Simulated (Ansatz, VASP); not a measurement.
**Two plane-wave programs on BiS**

INCAR

```
PREC = Accurate
ENCUT = 500
EDIFF = 1E-6
ISMEAR = 0
SIGMA = 0.05
LREAL = F
LASPH = T
NELM = 120
ALGO = Normal
ISIF = 2
LWAVE = F
LCHARG = F
GGA = RE
NBANDS = 29
GGA_COMPAT = F
```

File KPOINTS:

```
regular mesh
0
Gamma
  10 10 6
```

POSCAR

```
BiS
1.0
    4.2531522690      0.0000000000      0.0000000000
   -2.1265761345      3.6833379111      0.0000000000
    0.0000000000      0.0000000000      6.9376951447
Bi S
2 2
Direct
    0.0000000000      0.0000000000      0.0000000000
    0.0000000000      0.0000000000      0.5000000000
    0.3333333333      0.6666666667      0.2500000000
    0.6666666667      0.3333333333      0.7500000000
```

Input for Ansatz:

```yaml
crystal:
  lattice:
    - [4.25315226899, 0.0, 0.0]
    - [-2.126576134495, 3.683337911109, 0.0]
    - [0.0, 0.0, 6.9376951447]
  atoms:
    - { symbol: Bi, position: [0.0, 0.0, 0.0] }
    - { symbol: Bi, position: [0.0, 0.0, 0.5] }
    - { symbol: S, position: [0.3333333333333, 0.6666666666667, 0.25] }
    - { symbol: S, position: [0.6666666666667, 0.3333333333333, 0.75] }
basis:
  ecutwfc: "800 eV"
  ecutrho_ratio: 4
kpoints:
  mp_grid: { grid: [10, 10, 6] }
hamiltonian:
  xc: revpbe
scf:
  occupations: { method: gaussian, width: 0.05 }
output:
  forces: true
  stress: true
  write_density: true
  write_potential: true
  elf: true
  volumetric_format: npy
accuracy: high
```

Alike in both runs: task single point; functional revPBE; k mesh 10 × 10 × 6; occupations gaussian, width 0.05 eV; no spin polarisation.

```csv
,VASP,Ansatz
version,VASP 6.6.1,Ansatz 0.2.0
potentials or method,"VASP PAW PBE potentials, release 64 (Bi_d, S), cutoff 500 eV","scalar-relativistic, plane waves, PAW"
valence electrons in the cell,42,42
```

```csv
,VASP,Ansatz,Ansatz less VASP
gap on the k mesh at the Fermi level (eV),none,none,-
pressure (GPa),1.1,1.2,+0.07
```

VASP's potentials were made for PBE, not for revPBE. A gap of «none» marks a metal or a gap that the smearing closes.

Neither program's run includes spin-orbit coupling.
